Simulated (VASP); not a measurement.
# BeZnF4 (F-43m) in VASP: further runs, part 2 of 2

VASP 6.6.1.

### Step 5. Relaxation of cell and atoms, PBE

INCAR

```
SYSTEM = BeZnF4
ALGO = Normal
EDIFF = 1E-6
EDIFFG = -0.04
ENCUT = 600
GGA = PE
IBRION = 2
ISIF = 3
ISMEAR = 0
LASPH = .TRUE.
LCHARG = .FALSE.
LREAL = .FALSE.
LWAVE = .FALSE.
NELM = 60
NSW = 90
PREC = Accurate
SIGMA = 0.1
```

KPOINTS

```
k-points
0
G
  4 4 4
  0 0 0
```

POSCAR

```
BeZnF4
1.0
    0.0000000000      3.6005892400      3.6005892400
    3.6005892400      0.0000000000      3.6005892400
    3.6005892400      3.6005892400      0.0000000000
Be Zn F
1 1 4
Direct
    0.2500000000      0.2500000000      0.2500000000
    0.5000000000      0.5000000000      0.5000000000
    0.3647156300      0.9058531100      0.3647156300
    0.3647156300      0.3647156300      0.3647156300
    0.9058531100      0.3647156300      0.3647156300
    0.3647156300      0.3647156300      0.9058531100
```

Potentials or basis: VASP PAW PBE potentials, release 64 (Be, Zn, F).

Launch:

```
$ cat potpaw_PBE.64/Be/POTCAR potpaw_PBE.64/Zn/POTCAR potpaw_PBE.64/F/POTCAR > POTCAR
$ mpirun -np 1 vasp_std > vasp.out
```

OUTCAR:

```text
SYSTEM = BeZnF4
   EDIFF = 1E-6
   EDIFFG = -0.04
   ENCUT = 600
   GGA = PE
   IBRION = 2
   ISIF = 3
   ISMEAR = 0
   LASPH = .TRUE.
   LREAL = .FALSE.
   NELM = 60
   NSW = 90
   PREC = Accurate

 ion  position               nearest neighbor table
   1  0.250  0.250  0.250-   4 1.43   3 1.43   5 1.43   6 1.43
   2  0.500  0.500  0.500-   3 1.69   4 1.69   5 1.69   6 1.69
   3  0.365  0.906  0.365-   1 1.43   2 1.69
   4  0.365  0.365  0.365-   1 1.43   2 1.69
   5  0.906  0.365  0.365-   1 1.43   2 1.69
   6  0.365  0.365  0.906-   1 1.43   2 1.69

  LATTYP: Found a face centered cubic cell.
 ALAT       =     7.2011784800

  Lattice vectors:

 A1 = (   0.0000000000,   3.6005892400,   3.6005892400)
 A2 = (   3.6005892400,   0.0000000000,   3.6005892400)
 A3 = (   3.6005892400,   3.6005892400,   0.0000000000)

Analysis of symmetry for initial positions (statically):
=====================================================================
 Subroutine PRICEL returns:
 Original cell was already a primitive cell.

 Routine SETGRP: Setting up the symmetry group for a
 face centered cubic supercell.

 Subroutine GETGRP returns: Found 24 space group operations
[... 146 lines left out ...]
   NGX = 21   NGY = 21   NGZ = 21

--------------------------------------- Ionic step        1  -------------------------------------------

 number of electron      42.0000013 magnetization

 Free energy of the ion-electron system (eV)
  ---------------------------------------------------
  ext. energy  EPLUGINS =         0.00000000
  ---------------------------------------------------
  free energy    TOTEN  =       -25.38623825 eV

  energy without entropy =      -25.38623825  energy(sigma->0) =      -25.38623825

------------------------ aborting loop because EDIFF is reached ----------------------------------------

  FORCE on cell =-STRESS in cart. coord.  units (eV):
  Direction    XX          YY          ZZ          XY          YZ          ZX
  --------------------------------------------------------------------------------------
  -------------------------------------------------------------------------------------
  Total       19.6831813     19.6831813     19.6831813      0.0000000      0.0000000     -0.0000000
  in kB      337.7964974    337.7964974    337.7964974      0.0000000      0.0000000     -0.0000000
  external PRESSURE =     337.7964974 kB  Pullay stress =       0.0000000 kB
[... 267 lines left out ...]
--------------------------------------- Ionic step        8  -------------------------------------------

 number of electron      42.0000021 magnetization

 Free energy of the ion-electron system (eV)
  ---------------------------------------------------
  ext. energy  EPLUGINS =         0.00000000
  ---------------------------------------------------
  free energy    TOTEN  =       -28.37234959 eV

  energy without entropy =      -28.37234959  energy(sigma->0) =      -28.37234959

 E-fermi :  -5.0710     XC(G=0):  -6.2429

 val. band max:       -5.5605337319   @ k =  -0.2500   0.2500   0.0000
 cond. band min:       0.2887213383   @ k =   0.0000   0.0000   0.0000
 fundamental gap:      5.8492550703
 Fermi energy:        -5.0709584342

 k-point     1 :       0.0000    0.0000    0.0000
  band No.  band energies     occupation
      1     -26.1313      2.00000
      2     -25.5916      2.00000
      3     -25.5916      2.00000
      4     -25.5916      2.00000
      5     -10.4762      2.00000
      6      -9.4306      2.00000
[... 246 lines left out ...]
  FREE ENERGIE OF THE ION-ELECTRON SYSTEM (eV)
  ---------------------------------------------------
  free  energy   TOTEN  =       -28.3723495869 eV

  energy  without entropy=      -28.3723495869  energy(sigma->0) =      -28.37234959

 reached required accuracy - stopping structural energy minimisation
```

OSZICAR:

```text
N       E                     dE             d eps       ncg     rms          rms(c)
DAV:   1     0.496502613301E+03    0.49650E+03   -0.24660E+04   400   0.202E+03
DAV:   2     0.184904983959E+02   -0.47801E+03   -0.46396E+03   488   0.483E+02
DAV:   3    -0.284046172993E+02   -0.46895E+02   -0.46797E+02   448   0.182E+02
[... 91 lines left out ...]
DAV:   4    -0.283723918713E+02    0.43508E-02   -0.93018E-03   592   0.180E+00    0.108E-01
DAV:   5    -0.283723693741E+02    0.22497E-04   -0.26679E-03   470   0.584E-01    0.345E-02
DAV:   6    -0.283723578197E+02    0.11554E-04   -0.23633E-04   492   0.718E-01    0.184E-02
DAV:   7    -0.283723501193E+02    0.77004E-05   -0.76231E-05   543   0.149E-01    0.559E-03
DAV:   8    -0.283723495869E+02    0.53238E-06   -0.53938E-06   414   0.378E-02
   8 F= -.28372350E+02 E0= -.28372350E+02  d E =-.161072E-01
```

CONTCAR:

```text
BeZnF4
   1.00000000000000
     0.0000000000000000    4.0102646095600454    4.0102646095600454
     4.0102646095600454    0.0000000000000000    4.0102646095600454
     4.0102646095600454    4.0102646095600454    0.0000000000000000
  Be              Zn              F
     1     1     4
Direct
     0.2500000000000000    0.2500000000000000    0.2500000000000000
     0.5000000000000000    0.5000000000000000    0.5000000000000000
     0.3621689869360960    0.9134930391917120    0.3621689869360960
     0.3621689869360960    0.3621689869360960    0.3621689869360960
     0.9134930391917120    0.3621689869360960    0.3621689869360960
     0.3621689869360960    0.3621689869360960    0.9134930391917120

  0.00000000E+00  0.00000000E+00  0.00000000E+00
  0.00000000E+00  0.00000000E+00  0.00000000E+00
  0.00000000E+00  0.00000000E+00  0.00000000E+00
  0.00000000E+00  0.00000000E+00  0.00000000E+00
  0.00000000E+00  0.00000000E+00  0.00000000E+00
  0.00000000E+00  0.00000000E+00  0.00000000E+00
```

It took 2.3 min on 1 thread of AMD EPYC 9R14 (Zen 4), shared host; peak memory 0.24 GiB.

Results:

| Property | Result |
| --- | --- |
| Free energy | -28.3723 eV |
| Relaxed volume | 21.50 Å³/atom |
| Relaxed cell | a = 5.671 Å, b = 5.671 Å, c = 5.671 Å, α = 60.00°, β = 60.00°, γ = 60.00° |
| Space group after relaxing (to 0.05 Å) | F-43m (No. 216) |
| Energy gained by relaxing | 497.7 meV/atom |
| Ionic steps | 8 |
| Pressure after relaxing | 0.0 GPa |
| Largest force after relaxing | 0.015 eV/Å |
| Band gap on the k mesh | 5.85 eV, indirect (least direct gap 5.91 eV) |

Forces on the atoms (eV/Å):
```
Be   0.000  0.000  0.000
Zn   0.000  0.000  0.000
F   -0.008  0.008 -0.008
F    0.008  0.008  0.008
F    0.008 -0.008 -0.008
F   -0.008 -0.008  0.008
```

The path:
| step | energy change (eV) | largest force (eV/Å) | pressure (GPa) | volume (Å³) |
| --- | --- | --- | --- | --- |
| 1 | 0.0000 | 2.5097 | 33.78 | 93.36 |
| 2 | -2.2084 | 2.4444 | -3.92 | 145.07 |
| 3 | -2.7110 | 2.0859 | 3.62 | 123.24 |
| 4 | -2.7117 | 2.1672 | 2.67 | 125.28 |
| 5 | -2.8542 | 0.7870 | -3.26 | 137.11 |
| 6 | -2.9700 | 0.2350 | -1.25 | 132.03 |
| 7 | -2.9700 | 0.2664 | -1.19 | 131.89 |
| 8 | -2.9861 | 0.0146 | -0.01 | 128.99 |

Final structure:
```cif
data_structure
_symmetry_space_group_name_H-M 'P 1'
_symmetry_Int_Tables_number 1
_cell_length_a 5.6714
_cell_length_b 5.6714
_cell_length_c 5.6714
_cell_angle_alpha 60.000
_cell_angle_beta 60.000
_cell_angle_gamma 60.000
_cell_volume 128.99
loop_
_atom_site_label
_atom_site_type_symbol
_atom_site_fract_x
_atom_site_fract_y
_atom_site_fract_z
_atom_site_occupancy
Be1 Be 0.25000 0.25000 0.25000 1
Zn1 Zn 0.50000 0.50000 0.50000 1
F1 F 0.36217 0.91349 0.36217 1
F2 F 0.36217 0.36217 0.36217 1
F3 F 0.91349 0.36217 0.36217 1
F4 F 0.36217 0.36217 0.91349 1
```

Levels at points of the mesh, in eV from the valence-band top:
```csv
k point,band 19,band 20,band 21,band 22,band 23,band 24
"(0.00, 0.00, 0.00)",-0.06,-0.06,-0.06,5.85,10.31,11.80
"(0.50, 0.00, 0.00)",-0.24,-0.01,-0.01,7.09,8.75,11.16
"(0.50, 0.50, 0.00)",-0.06,-0.06,-0.06,7.51,9.07,10.44
```

Caveat: the volume moved by over 15 % at a fixed basis, so the end points are rough. As with any semilocal functional, this PBE gap is likely too small.

### Step 6. Summary

| task | cell | k mesh | cutoff (eV) | smearing | gap on the mesh (eV) | pressure (GPa) | largest force (eV/Å) |
| --- | --- | --- | --- | --- | --- | --- | --- |
| single point | a = 5.092 Å, angles 60.0°, 6 atoms | 4 × 4 × 4 | 520 | gaussian 0.1 eV | 5.43 | 33.9 | 2.51 |
| single point | a = 5.680 Å, angles 60.0°, 6 atoms | 4 × 4 × 4 | 520 | gaussian 0.1 eV | 5.84 | 0.1 | 0.07 |
| single point | a = 5.678 Å, angles 60.0°, 6 atoms | 6 × 6 × 6 | 520 | gaussian 0.01 eV | 5.85 | 0.2 | 0.06 |
| relaxation of cell and atoms | relaxed from a = 5.092 Å, angles 60.0°, 6 atoms | 4 × 4 × 4 | 600 | gaussian 0.1 eV | 5.85 | 0.0 | 0.01 |

Alike in all rows: level PBE; potentials or basis VASP PAW PBE potentials, release 64 (Be, Zn, F); no spin polarisation.

Caveats: forces of over 1 eV/Å act on the atoms, so gaps and moduli don't describe the material at rest (some runs); the volume moved by over 15 % at a fixed basis, so the end points are rough (some runs).

Absolute energies hang on the potentials; compare differences alone.
